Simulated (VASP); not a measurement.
# N (a cell with a defect) in VASP: a series of runs, part 2 of 2

VASP 6.6.1.

**4. Single point, PBE+D3(BJ)**

Contents of INCAR:

```
ALGO = Normal
EDIFF = 1E-6
ENCUT = 520
GGA = PE
ISIF = 2
ISMEAR = 0
IVDW = 12
LASPH = True
LCHARG = True
LELF = True
LREAL = Auto
LVHAR = True
LWAVE = False
NBANDS = 50
NELM = 100
PREC = Accurate
SIGMA = 0.05
```

Contents of KPOINTS:

```
k-points
0
Gamma
  4 4 4
```

Contents of POSCAR:

```
N
1.0
   -5.6360689873      5.6360689873      0.0000000000
    0.0000000000      5.6360689873     -5.6360689873
   -5.6360689873      0.0000000000     -5.6360689873
N
15
Direct
    0.0271208533      0.0271208533      0.9186374425
    0.0262310487      0.9167222778      0.5307532620
    0.5264191242      0.4157634524      0.0148244282
    0.9167222778      0.5262934160      0.5307532620
    0.4157634524      0.0429929975      0.0148244282
    0.5262934160      0.0262310487      0.5307532620
    0.0429929975      0.5264191242      0.0148244282
    0.9707039627      0.9707039627      0.0878881187
    0.4850937783      0.4850937783      0.5447186695
    0.4709439338      0.5807818370      0.9908580808
    0.9678538379      0.0860074639      0.4746909603
    0.5807818370      0.9574161552      0.9908580808
    0.0860074639      0.4714477424      0.4746909603
    0.9574161552      0.4709439338      0.9908580808
    0.4714477424      0.9678538379      0.4746909603
```

Potentials or basis: VASP PAW PBE potentials, release 64 (N).

Launch:

```console
cat potpaw_PBE.64/N/POTCAR > POTCAR
mpirun -np 1 vasp_std > vasp.out
```

OUTCAR:

```text
EDIFF = 1E-6
   ENCUT = 520
   GGA = PE
   ISIF = 2
   ISMEAR = 0
   IVDW = 12
   LASPH = True
   LREAL = Auto
   NELM = 100
   PREC = Accurate
 IVDW          = 12

 ion  position               nearest neighbor table
   1  0.027  0.027  0.919-   8 1.10
   2  0.026  0.917  0.531-  11 1.10
   3  0.526  0.416  0.015-  10 1.10
   4  0.917  0.526  0.531-  13 1.10
   5  0.416  0.043  0.015-  12 1.10
   6  0.526  0.026  0.531-  15 1.10
   7  0.043  0.526  0.015-  14 1.10
   8  0.971  0.971  0.088-   1 1.10
   9  0.485  0.485  0.545-
  10  0.471  0.581  0.991-   3 1.10
  11  0.968  0.086  0.475-   2 1.10
  12  0.581  0.957  0.991-   5 1.10
  13  0.086  0.471  0.475-   4 1.10
  14  0.957  0.471  0.991-   7 1.10
  15  0.471  0.968  0.475-   6 1.10

  LATTYP: Found a face centered cubic cell.
 ALAT       =    11.2721379746

  Lattice vectors:

 A1 = (  -5.6360689873,   5.6360689873,   0.0000000000)
 A2 = (   0.0000000000,   5.6360689873,  -5.6360689873)
 A3 = (  -5.6360689873,   0.0000000000,  -5.6360689873)

Analysis of symmetry for initial positions (statically):
=====================================================================
 Subroutine PRICEL returns:
 Original cell was already a primitive cell.

 Routine SETGRP: Setting up the symmetry group for a
 face centered cubic supercell.

 Subroutine GETGRP returns: Found  3 space group operations
 (whereof  3 operations were pure point group operations)
 out of a pool of 48 trial point group operations.

The static configuration has the point symmetry C_3 .

Analysis of symmetry for dynamics (positions and initial velocities):
[... 156 lines left out ...]
   LRPA    =     F    only Hartree local field effects (RPA)
 non-spin polarized calculation
 Gauss-broadening in eV      SIGMA  =   0.05
  energy-cutoff  :      520.00
  volume of cell :      358.06
 maximum number of plane-waves:      9684
   NGX = 29   NGY = 29   NGZ = 29

 number of electron      75.0000002 magnetization

 Free energy of the ion-electron system (eV)
  ---------------------------------------------------
  ext. energy  EPLUGINS =         0.00000000
  ---------------------------------------------------
  free energy    TOTEN  =      -116.70620677 eV

  energy without entropy =     -116.62219797  energy(sigma->0) =     -116.66420237

 E-fermi :  -3.6536     XC(G=0):  -6.2889

 val. band max:       -3.6541839399   @ k =   0.0000   0.0000   0.2500
 cond. band min:      -3.6533918115   @ k =   0.5000   0.5000   0.0000
 fundamental gap:      0.0007921284
 Fermi energy:        -3.6535758995

 k-point     1 :       0.0000    0.0000    0.0000
  band No.  band energies     occupation
      1     -25.0820      2.00000
      2     -25.0467      2.00000
      3     -25.0463      2.00000
      4     -25.0463      2.00000
      5     -25.0360      2.00000
      6     -25.0230      2.00000
[... 717 lines left out ...]
     48       1.3766      0.00000
     49       1.4412      0.00000
 [bands above 49 left out]

------------------------ aborting loop because EDIFF is reached ----------------------------------------

 Edisp (eV)   -0.77553

 E8    (eV) :    -0.1842

  FORCE on cell =-STRESS in cart. coord.  units (eV):
  Direction    XX          YY          ZZ          XY          YZ          ZX
  --------------------------------------------------------------------------------------
  -------------------------------------------------------------------------------------
  Total       3.85273     3.85273     3.85273    -0.92213    -0.92213    -0.92213
  in kB      17.23933    17.23933    17.23933    -4.12616    -4.12616    -4.12616
  external pressure =       17.24 kB  Pullay stress =        0.00 kB

 VOLUME and BASIS-vectors are now :
 -----------------------------------------------------------------------------
  energy-cutoff  :      520.00
  volume of cell :      358.06
      direct lattice vectors                 reciprocal lattice vectors
    -5.636068987  5.636068987  0.000000000    -0.088714315  0.088714315  0.088714315
     0.000000000  5.636068987 -5.636068987     0.088714315  0.088714315 -0.088714315
    -5.636068987  0.000000000 -5.636068987    -0.088714315 -0.088714315 -0.088714315

 POSITION                                       TOTAL-FORCE (eV/Angst)
 -----------------------------------------------------------------------------------
     -5.33036      0.30571     -5.33036         1.011982      1.011982      1.011982
     -3.13920      5.31455     -8.15807        -1.019014     -0.989680      1.006413
     -3.05049      5.31021     -2.42682        -0.704159     -0.967711      1.250113
     -8.15807      8.13294     -5.95759         1.006413     -1.019014     -0.989680
     -2.42682      2.58558     -0.32586         1.250113     -0.704159     -0.967711
     -5.95759      3.11407     -3.13920        -0.989680      1.006413     -1.019014
     -0.32586      3.20925     -3.05049        -0.967711      1.250113     -0.704159
     -5.96630     10.94191     -5.96630        -1.011971     -1.011971     -1.011971
     -5.80409      5.46804     -5.80409         0.002381      0.002381      0.002381
     -8.23882      5.92760     -8.85787         0.701519      0.973764     -1.252388
     -8.13028      5.93963     -3.16013         1.018286      0.988149     -1.007684
     -8.85787      8.66939    -10.98061        -1.252388      0.701519      0.973764
     -3.16013      3.14186     -5.33250        -1.007684      1.018286      0.988149
    -10.98061      8.05034     -8.23882         0.973764     -1.252388      0.701519
     -5.33250      8.11200     -8.13028         0.988149     -1.007684      1.018286
 -----------------------------------------------------------------------------------
    total drift:                               -0.001029     -0.001318     -0.001023

  FREE ENERGIE OF THE ION-ELECTRON SYSTEM (eV)
  ---------------------------------------------------
  free  energy   TOTEN  =      -117.4817401864 eV

  energy  without entropy=     -117.3977313895  energy(sigma->0) =     -117.43973579
```

stdout:

```text
POSCAR found type information on POSCAR N
 POSCAR found :  1 types and      15 ions
 scaLAPACK will be used
 LDA part: xc-table for (Slater+PW92), standard interpolation
 POSCAR, INCAR and KPOINTS ok, starting setup
 FFT: planning ... GRIDC
 FFT: planning ... GRID_SOFT
 FFT: planning ... GRID
 WAVECAR not read
 entering main loop
```

Run time: 13 min. Hardware: 1 thread of Intel Xeon Platinum 8259CL at 2.50GHz (Skylake/Cascade Lake), shared host; peak memory 0.55 GiB.

What came out:

| Quantity | Value |
| --- | --- |
| Free energy | -117.4817 eV |
| Pressure | 1.7 GPa |
| Largest force | 1.753 eV/Å |
| Band gap on the k mesh | zero (an odd number of electrons rules out a gap without spin polarisation) |
| Dispersion energy per atom | -0.052 eV |

Forces in eV/Å, atoms in the order of the input:
```
N    1.012  1.012  1.012
N   -1.019 -0.990  1.006
N   -0.704 -0.968  1.250
N    1.006 -1.019 -0.990
N    1.250 -0.704 -0.968
N   -0.990  1.006 -1.019
N   -0.968  1.250 -0.704
N   -1.012 -1.012 -1.012
N    0.002  0.002  0.002
N    0.702  0.974 -1.252
N    1.018  0.988 -1.008
N   -1.252  0.702  0.974
N   -1.008  1.018  0.988
N    0.974 -1.252  0.702
N    0.988 -1.008  1.018
```

Caveat: the standard files for N, O and F lose accuracy on very short bonds; an odd number of electrons without spin polarisation forces a metal; a magnetic or distorted state may lie lower.

**5. Single point, PBE+D3(BJ)**

Contents of INCAR:

```
SYSTEM = N
PREC     = Accurate       ! precision mode
ENCUT    = 520            ! plane-wave cutoff, eV
EDIFF    = 1E-7           ! SCF threshold, eV
ISMEAR   = 0              ! smearing method
SIGMA    = 0.05           ! smearing width, eV
LREAL    = Auto         
LASPH    = .True.         ! aspherical terms in the spheres
NELM     = 60             ! most SCF steps
ALGO     = Normal         ! electronic algorithm
ISIF     = 2              ! what is computed and relaxed
LWAVE    = .False.        ! write WAVECAR
LCHARG   = .False.        ! write CHGCAR
GGA      = PE             ! functional
IVDW     = 12             ! dispersion correction
NBANDS   = 50             ! bands
```

Contents of KPOINTS:

```
Automatic mesh
0
Gamma
  4 4 4
  0 0 0
```

Contents of POSCAR:

```
N
1.0
   -5.6360689873      5.6360689873      0.0000000000
    0.0000000000      5.6360689873     -5.6360689873
   -5.6360689873      0.0000000000     -5.6360689873
N
15
Direct
    0.0250208967      0.0297502569      0.9153009858
    0.0250208967      0.9153009858      0.5299277753
    0.5045593846      0.4196423971      0.0462534260
    0.9633789104      0.5122070022      0.5122070022
    0.4118988794      0.0293670110      0.0293670110
    0.5045594734      0.0462533373      0.5295447956
    0.0250208967      0.5299277753      0.0297502569
    0.9678095695      0.9752880088      0.0845984144
    0.4889261480      0.4725871003      0.5825900122
    0.4889262367      0.5825899235      0.9558967451
    0.9678094807      0.0845985032      0.4723040130
    0.5811503563      0.9729498543      0.9729498543
    0.5045593846      0.5295448843      0.4196423971
    0.9678094807      0.4723040130      0.9752880975
    0.4889261480      0.9558968338      0.4725871003
```

Launch:

```console
cat potpaw_PBE.64/N/POTCAR > POTCAR
mpirun -np 1 vasp_std > vasp.out
```

It took 11 min on 1 thread of Intel Xeon Platinum 8259CL at 2.50GHz (Skylake/Cascade Lake), shared host; peak memory 0.55 GiB.

The run converged. Its results:

```
Free energy                : -117.4825 eV
Pressure                   : 1.7 GPa
Largest force              : 1.752 eV/Å
Band gap on the k mesh     : zero (an odd number of electrons rules out a gap without spin polarisation)
Dispersion energy per atom : -0.052 eV
```

Forces in eV/Å, atoms in the order of the input:
```
N    0.991  0.987  1.016
N   -1.016 -0.991  0.987
N   -0.941 -1.309  0.644
N   -0.002  0.002  0.002
N    1.012 -1.012 -1.012
N   -0.644  0.941 -1.309
N   -0.987  1.016 -0.991
N   -0.990 -0.987 -1.016
N   -1.309 -0.645 -0.941
N    0.941  1.309 -0.645
N    1.016  0.990 -0.987
N   -1.011  1.011  1.011
N    1.309  0.644  0.941
N    0.987 -1.016  0.990
N    0.645 -0.941  1.309
```

Stress tensor (GPa, compression positive):
```
 1.72  0.42  0.42
 0.42  1.72 -0.42
 0.42 -0.42  1.72
```

Levels at points of the mesh, in eV from the Fermi level:
```tsv
k point	band 34	band 35	band 36	band 37	band 38	band 39	band 40	band 41
(0.00, 0.00, 0.00)	-3.16	-3.06	-3.06	0.00	0.00	0.01	4.29	4.44
(0.50, 0.00, 0.00)	-3.13	-3.12	-3.12	-0.01	0.00	0.00	4.47	4.59
(0.00, 0.50, 0.00)	-3.15	-3.11	-3.09	0.00	0.00	0.01	4.55	4.67
(0.50, 0.50, 0.00)	-3.19	-3.09	-3.04	-0.01	0.00	0.00	4.59	4.67
```

Caveat: the standard files for N, O and F lose accuracy on very short bonds; an odd number of electrons without spin polarisation forces a metal; a magnetic or distorted state may lie lower.
